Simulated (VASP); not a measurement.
# BeCd2Te3 (P6/mmm) in VASP: further runs, part 2 of 2

VASP 6.6.1. Earlier steps stand in the parts before.

## 3. Relaxation of cell and atoms, PBE

This run uses another cell than the first one, of 44.13 Å³/atom.

Contents of INCAR:

```
PREC = Accurate
ENCUT = 600
EDIFF = 1E-7
ISMEAR = 0
SIGMA = 0.1
LREAL = False
LASPH = True
NELM = 120
ALGO = Normal
ISIF = 3
LWAVE = False
LCHARG = False
GGA = PE
IBRION = 2
NSW = 90
EDIFFG = -0.04
GGA_COMPAT = False
NELMIN = 4
```

Contents of KPOINTS:

```
regular mesh
0
Gamma
  3 3 6
```

Contents of POSCAR:

```
BeCd2Te3
1.0
    9.6760085707      0.0000000000      0.0000000000
   -4.8380042854      8.3796692295      0.0000000000
    0.0000000000      0.0000000000      3.2656106628
Be Cd Te
1 2 3
Direct
    0.0000000000      0.0000000000      0.0000000000
    0.3333333333      0.6666666667      0.5000000000
    0.6666666667      0.3333333333      0.5000000000
    0.5000000000      0.0000000000      0.5000000000
    0.0000000000      0.5000000000      0.5000000000
    0.5000000000      0.5000000000      0.5000000000
```

Potentials or basis: VASP PAW PBE potentials, release 64 (Be, Cd, Te).

Run with:

```console
$ cat potpaw_PBE.64/Be/POTCAR potpaw_PBE.64/Cd/POTCAR potpaw_PBE.64/Te/POTCAR > POTCAR
$ mpirun -np 1 vasp_std > vasp.out
```

OUTCAR:

```text
PREC = Accurate
   ENCUT = 600
   EDIFF = 1E-7
   ISMEAR = 0
   LREAL = False
   LASPH = True
   NELM = 120
   ISIF = 3
   GGA = PE
   IBRION = 2
   NSW = 90
   EDIFFG = -0.04
   NELMIN = 4

 ion  position               nearest neighbor table
   1  0.000  0.000  0.000-
   2  0.333  0.667  0.500-   5 2.79   4 2.79   6 2.79
   3  0.667  0.333  0.500-   5 2.79   4 2.79   6 2.79
   4  0.500  0.000  0.500-   2 2.79   3 2.79
   5  0.000  0.500  0.500-   2 2.79   3 2.79
   6  0.500  0.500  0.500-   2 2.79   3 2.79

  LATTYP: Found a hexagonal cell.
 ALAT       =     9.6760085707
 C/A-ratio  =     0.3374956356

  Lattice vectors:

 A1 = (   9.6760085707,   0.0000000000,   0.0000000000)
 A2 = (  -4.8380042854,   8.3796692295,   0.0000000000)
 A3 = (   0.0000000000,   0.0000000000,   3.2656106628)

Analysis of symmetry for initial positions (statically):
=====================================================================
 Subroutine PRICEL returns:
 Original cell was already a primitive cell.

 Routine SETGRP: Setting up the symmetry group for a
 hexagonal supercell.

 Subroutine GETGRP returns: Found 24 space group operations
 (whereof 24 operations were pure point group operations)
 out of a pool of 24 trial point group operations.

The static configuration has the point symmetry D_6h.

Analysis of symmetry for dynamics (positions and initial velocities):
=====================================================================
 Subroutine PRICEL returns:
 Original cell was already a primitive cell.

 Routine SETGRP: Setting up the symmetry group for a
 hexagonal supercell.

 Subroutine GETGRP returns: Found 24 space group operations
 (whereof 24 operations were pure point group operations)
 out of a pool of 24 trial point group operations.

The dynamic configuration has the point symmetry D_6h.

 Subroutine INISYM returns: Found 24 space group operations
 (whereof 24 operations are pure point group operations),
 and found     1 'primitive' translations

----------------------------------------------------------------------------------------

                                     Primitive cell

  volume of cell :     264.7814

  direct lattice vectors                    reciprocal lattice vectors
     9.676008571  0.000000000  0.000000000     0.103348400  0.059668226  0.000000000
    -4.838004285  8.379669229  0.000000000     0.000000000  0.119336453  0.000000000
     0.000000000  0.000000000  3.265610663     0.000000000  0.000000000  0.306221440

  length of vectors
     9.676008571  9.676008571  3.265610663     0.119336453  0.119336453  0.306221440

  position of ions in fractional coordinates (direct lattice)
     0.000000000  0.000000000  0.000000000
     0.333333333  0.666666667  0.500000000
     0.666666667  0.333333333  0.500000000
     0.500000000  0.000000000  0.500000000
     0.000000000  0.500000000  0.500000000
     0.500000000  0.500000000  0.500000000

  ion indices of the primitive-cell ions
   primitive index   ion index
                 1           1
[... 31 lines left out ...]

 Following reciprocal coordinates:
            Coordinates               Weight
  0.000000  0.000000  0.000000      1.000000
  0.333333  0.000000  0.000000      6.000000
  0.333333  0.333333  0.000000      2.000000
  0.000000  0.000000  0.166667      2.000000
  0.333333  0.000000  0.166667     12.000000
  0.333333  0.333333  0.166667      4.000000
  0.000000  0.000000  0.333333      2.000000
  0.333333  0.000000  0.333333     12.000000
  0.333333  0.333333  0.333333      4.000000
  0.000000  0.000000  0.500000      1.000000
  0.333333  0.000000  0.500000      6.000000
  0.333333  0.333333  0.500000      2.000000
   k-points           NKPTS =     12   k-points in BZ     NKDIM =     12   number of bands    NBANDS=     26
   number of dos      NEDOS =    301   number of ions     NIONS =      6
   total plane-waves  NPLWV = 179200
   dimension x,y,z NGX =    80 NGY =   80 NGZ =   28
   dimension x,y,z NGXF=   160 NGYF=  160 NGZF=   56
   ions per type =               1   2   3
   NGX,Y,Z   is equivalent  to a cutoff of  13.75, 13.75, 14.25 a.u.
   NGXF,Y,Z  is equivalent  to a cutoff of  27.49, 27.49, 28.51 a.u.
 SYSTEM =  unknown system
   PREC   = accura    normal or accurate (medium, high low for compatibility)
   ISTART =      0    job   : 0-new  1-cont  2-samecut
   ICHARG =      2    charge: 1-file 2-atom 10-const
   ISPIN  =      1    spin polarized calculation?
   LNONCOLLINEAR =      F non collinear calculations
   LSORBIT =      F    spin-orbit coupling
   LASPH  =      T    aspherical Exc in radial PAW
   ENCUT  =  600.0 eV  44.10 Ry    6.64 a.u.  19.33 19.33  6.52*2*pi/ulx,y,z
   NELM   =    120;   NELMIN=  4; NELMDL= -5     # of ELM steps
   EDIFF  = 0.1E-06   stopping-criterion for ELM
   LREAL  =      F    real-space projection
   EDIFFG = -.4E-01   stopping-criterion for IOM
   NSW    =     90    number of steps for IOM
   IBRION =      2    ionic relax: 0-MD 1-quasi-New 2-CG
   NFREE  =      1    steps in history (QN), initial steepest desc. (CG)
   ISIF   =      3    stress and relaxation
   ISYM   =      2    0-nonsym 1-usesym 2-fastsym
   POTIM  = 0.5000    time-step for ionic-motion
   TEBEG  =    0.0;   TEEND  =   0.0 temperature during run
   PSTRESS=    0.0 pullay stress
   NELECT =      44.0000    total number of electrons
   NUPDOWN=      -1.0000    fix difference up-down
   EMIN   =  10.00;   EMAX   =-10.00  energy-range for DOS
   EFERMI =   0.00;   METHOD = LEGACY
   ISMEAR =     0;   SIGMA  =   0.10  broadening in eV -4-tet -1-fermi 0-gaus
   EFERMI_NEDOS =   21; number of points for ismear=-14 and -15
   IALGO  =     38    algorithm
   IMIX   =      4    mixing-type and parameters
     AMIX     =   0.40;   BMIX     =  1.00
     AMIX_MAG =   1.60;   BMIX_MAG =  1.00
  volume/ion in A,a.u.               =      44.13       297.81
  Fermi-wavevector in a.u.,A,eV,Ry     =   0.900043  1.700834 11.021770  0.810077
  Thomas-Fermi vector in A             =   2.022952
   LORBIT       =      0    0 simple, 1 ext, 2 COOP (PROOUT), +10 PAW based schemes
   GGA     = PE    functional components
   LHFCALC =     F    Hartree Fock is set to
   AEXX    =    0.0000 exact exchange contribution
   IVDW    =     0    specifies the selected vdW correction
   LEPSILON=     F    determine dielectric tensor
   LRPA    =     F    only Hartree local field effects (RPA)
 conjugate gradient relaxation of ions
 non-spin polarized calculation
 Gauss-broadening in eV      SIGMA  =   0.10
  energy-cutoff  :      600.00
  volume of cell :      264.78
 maximum number of plane-waves:      8935
 NGX is ok and might be reduce to    80
   NGX = 39   NGY = 39   NGZ = 13

--------------------------------------- Ionic step        1  -------------------------------------------

 number of electron      44.0000003 magnetization

 Free energy of the ion-electron system (eV)
  ---------------------------------------------------
  ext. energy  EPLUGINS =         0.00000000
  ---------------------------------------------------
  free energy    TOTEN  =       -10.57309612 eV

  energy without entropy =      -10.54080551  energy(sigma->0) =      -10.55695082

------------------------ aborting loop because EDIFF is reached ----------------------------------------

  FORCE on cell =-STRESS in cart. coord.  units (eV):
  Direction    XX          YY          ZZ          XY          YZ          ZX
  --------------------------------------------------------------------------------------
  -------------------------------------------------------------------------------------
  Total        3.1122496      3.1122496     -6.3244709     -0.0000000      0.0000000      0.0000000
  in kB       18.8320449     18.8320449    -38.2690122     -0.0000000      0.0000000      0.0000000
  external PRESSURE =      -0.2016408 kB  Pullay stress =       0.0000000 kB
[... 101 lines left out ...]
  FREE ENERGIE OF THE ION-ELECTRON SYSTEM (eV)
  ---------------------------------------------------
  free  energy   TOTEN  =       -10.0796212880 eV

  energy  without entropy=      -10.0600752479  energy(sigma->0) =      -10.06984827

[... ionic steps 4 to 8 ...]

--------------------------------------- Ionic step        9  -------------------------------------------

 number of electron      43.9999992 magnetization

------------------------ aborting loop because EDIFF is reached ----------------------------------------
[... 75 lines left out ...]
--------------------------------------- Ionic step       11  -------------------------------------------

 number of electron      43.9999993 magnetization

 Free energy of the ion-electron system (eV)
  ---------------------------------------------------
  ext. energy  EPLUGINS =         0.00000000
  ---------------------------------------------------
  free energy    TOTEN  =       -11.40110810 eV

  energy without entropy =      -11.37967189  energy(sigma->0) =      -11.39039000

 E-fermi :   1.0678     XC(G=0):  -6.9043

 val. band max:        1.0586489331   @ k =   0.3333   0.0000   0.5000
 cond. band min:       1.0942617420   @ k =   0.3333   0.3333   0.5000
 fundamental gap:      0.0356128090
 Fermi energy:         1.0678028772

 k-point     1 :       0.0000    0.0000    0.0000
  band No.  band energies     occupation
      1     -11.4471      2.00000
      2     -11.3339      2.00000
      3     -11.3339      2.00000
      4      -8.3749      2.00000
      5      -8.3630      2.00000
      6      -7.6325      2.00000
[... 370 lines left out ...]
  FREE ENERGIE OF THE ION-ELECTRON SYSTEM (eV)
  ---------------------------------------------------
  free  energy   TOTEN  =       -11.4011081016 eV

  energy  without entropy=      -11.3796718924  energy(sigma->0) =      -11.39039000

 reached required accuracy - stopping structural energy minimisation
```

Run time: 15 min. Hardware: 1 thread of Intel Xeon 6975P-C (Granite Rapids), shared host; peak memory 0.51 GiB.

What came out:

* Free energy: -11.4011 eV
* Relaxed volume: 45.06 Å³/atom
* Relaxed cell: a = 10.392 Å, b = 10.392 Å, c = 2.891 Å, α = 90.00°, β = 90.00°, γ = 120.00°
* Space group after relaxing (to 0.1 Å): P6/mmm (No. 191)
* Energy gained by relaxing: 138.0 meV/atom
* Ionic steps: 11
* Pressure after relaxing: 0.0 GPa
* Band gap on the k mesh: zero (bands 22 and 23 overlap by 2.33 eV)

The path:
```
step  energy change (eV)  largest force (eV/Å)  pressure (GPa)  volume (Å³)
   1              0.0000                0.0000           -0.02       264.78
   2             -0.4514                0.0000           -0.63       264.05
   3              0.4935                0.0000            6.55       255.26
   4             -0.6969                0.0000           -0.26       262.98
   5             -0.7972                0.0000            0.98       260.91
   6             -0.8074                0.0000            0.54       261.62
   7             -0.8094                0.0000            0.67       261.40
   8             -0.8273                0.0000           -0.05       270.23
   9             -0.8273                0.0000           -0.04       270.09
  10             -0.8277                0.0000            0.02       270.55
  11             -0.8280                0.0000            0.00       270.37
```

Final structure:
```
CELL_PARAMETERS angstrom
10.39207 0.00000 0.00000
-5.19604 8.99980 0.00000
0.00000 0.00000 2.89088
ATOMIC_POSITIONS crystal
Be 0.00000 0.00000 0.00000
Cd 0.33333 0.66667 0.50000
Cd 0.66667 0.33333 0.50000
Te 0.50000 0.00000 0.50000
Te 0.00000 0.50000 0.50000
Te 0.50000 0.50000 0.50000
```

Levels at points of the mesh, in eV from the Fermi level:
| k point | band 19 | band 20 | band 21 | band 22 | band 23 | band 24 |
| --- | --- | --- | --- | --- | --- | --- |
| (0.00, 0.00, 0.00) | -2.55 | -2.55 | -2.41 | 1.19 | 1.19 | 1.69 |
| (0.00, 0.00, 0.50) | -1.08 | -0.04 | -0.03 | 0.05 | 0.05 | 0.17 |

Caveat: spin-orbit coupling is left out, which moves the levels of the heavy elements.

## 4. Single point, PBE

This run uses another cell than the first one, of 44.16 Å³/atom.

Contents of INCAR:

```
SYSTEM = BeCd2Te3
  ALGO = Normal
  EDIFF = 1E-6
  ENCUT = 600
  GGA = PE
  GGA_COMPAT = .FALSE.
  ISIF = 2
  ISMEAR = 0
  LASPH = .TRUE.
  LCHARG = .TRUE.
  LELF = .TRUE.
  LREAL = .FALSE.
  LVHAR = .TRUE.
  LWAVE = .FALSE.
  NBANDS = 31
  NELM = 120
  PREC = Accurate
  SIGMA = 0.1
```

Contents of KPOINTS:

```
k-points
0
G
  6 6 14
  0 0 0
```

Edit POSCAR of step 3 so:

```diff
@@ -2,5 +2,5 @@
 1.0
-    9.6760085707      0.0000000000      0.0000000000
-   -4.8380042854      8.3796692295      0.0000000000
-    0.0000000000      0.0000000000      3.2656106628
+   10.1026791787      0.0000000000      0.0000000000
+   -5.0513395894      8.7491768150      0.0000000000
+    0.0000000000      0.0000000000      2.9976404054
 Be Cd Te
```

Run with:

```console
$ cat potpaw_PBE.64/Be/POTCAR potpaw_PBE.64/Cd/POTCAR potpaw_PBE.64/Te/POTCAR > POTCAR
$ mpirun -np 1 vasp_std > vasp.out
```

Run time: 5.3 min. Hardware: 1 thread of Intel Xeon 6975P-C (Granite Rapids), shared host; peak memory 0.78 GiB.

The run converged. Its results:

| Item | Value |
| --- | --- |
| Free energy | -11.1588 eV |
| Pressure | 0.0 GPa |
| Band gap on the k mesh | zero (bands 22 and 23 overlap by 2.83 eV) |

Levels at points of the mesh, in eV from the Fermi level:
```tsv
k point	band 19	band 20	band 21	band 22	band 23	band 24	band 25	band 26
(0.00, 0.00, 0.00)	-2.10	-2.10	-1.93	1.67	1.67	2.11	2.11	2.55
(0.50, 0.00, 0.00)	-2.22	-1.99	-1.04	0.48	1.36	1.58	2.95	3.86
(0.00, 0.00, 0.50)	-1.25	-0.08	0.12	0.12	0.26	0.42	0.81	1.36
(0.50, 0.00, 0.50)	-1.16	-0.14	0.00	0.21	0.33	0.49	0.80	0.80
```

Caveat: spin-orbit coupling is left out, which moves the levels of the heavy elements.

## 5. Summary

```tsv
task	cell	k mesh	gap on the mesh (eV)	pressure (GPa)	relaxed volume (Å³/atom)
relaxation of cell and atoms	relaxed from a = 6.621, b = 6.621, c = 4.543 Å, angles 90.0, 90.0, 120.0°, 6 atoms	3 × 3 × 4	none	0.0	44.31
relaxation of cell and atoms	relaxed from a = 9.676, b = 9.676, c = 3.266 Å, angles 90.0, 90.0, 120.0°, 6 atoms	3 × 3 × 6	none	0.0	45.06
single point	a = 10.103, b = 10.103, c = 2.998 Å, angles 90.0, 90.0, 120.0°, 6 atoms	6 × 6 × 14	none	0.0	-
```

Alike in all rows: level PBE; potentials or basis VASP PAW PBE potentials, release 64 (Be, Cd, Te); no spin polarisation; cutoff (eV) 600; smearing gaussian 0.1 eV.

Caveats: some runs use coarse meshes; spin-orbit coupling is left out, which moves the levels of the heavy elements; the volume moved by over 15 % at a fixed basis, so the end points are rough (at least some runs).

Total energies depend on the potentials used, so only differences within one code and one set of settings carry meaning.

The gap in the log of VASP goes by the Fermi energy; the results here count the filled bands.